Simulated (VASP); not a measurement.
# MoS2: single point with PBEsol

Crystal: MoS2.

```
CELL_PARAMETERS angstrom
3.14118 0.00000 0.00000
-1.57059 2.72035 0.00000
0.00000 0.00000 6.12471
ATOMIC_POSITIONS crystal
Mo 0.00000 0.00000 0.50000
S 0.33333 0.66667 0.24106
S 0.66667 0.33333 0.75894
```

* Program: VASP 6.6.1
* Task: single point
* Functional: PBEsol
* Potentials or basis: VASP PAW PBE potentials, release 64 (Mo_sv, S)
* Cutoff: 520 eV
* k mesh: 18 × 18 × 8
* Occupations: gaussian, width 0.1 eV
* Spin: no spin polarisation

| Quantity | Value |
| --- | --- |
| Pressure | 0.0 GPa |
| Largest force | 0.005 eV/Å |
| Band gap on the k mesh | zero (bands 13 and 14 overlap by 1.03 eV) |

Forces in eV/Å, atoms in the order of the input:
```
Mo   0.000  0.000  0.000
S    0.000  0.000 -0.005
S    0.000  0.000  0.005
```

Levels at points of the mesh, in eV from the Fermi level:
```
           k point  band 10  band 11  band 12  band 13  band 14  band 15  band 16  band 17
(0.00, 0.00, 0.00)    -1.78    -1.60    -0.90    -0.90    -0.06    -0.06     3.16     3.16
(0.50, 0.00, 0.00)    -4.04    -3.45    -1.96    -1.71     1.26     1.80     3.72     3.77
(0.00, 0.00, 0.50)    -3.85    -0.91    -0.91    -0.23    -0.18    -0.18     3.42     3.42
(0.50, 0.00, 0.50)    -4.13    -2.54    -2.34    -1.43     1.25     1.95     3.19     4.21
```

It took 5.8 min on 1 thread of Intel Xeon 8259CL, on a shared host, peak memory 0.36 GiB.

Caveat: the PAW data sets were made with another functional, which shifts forces and pressure a little; this functional lacks dispersion, which binds layers or chains, so the pressure and a relaxed spacing across them are unreliable.
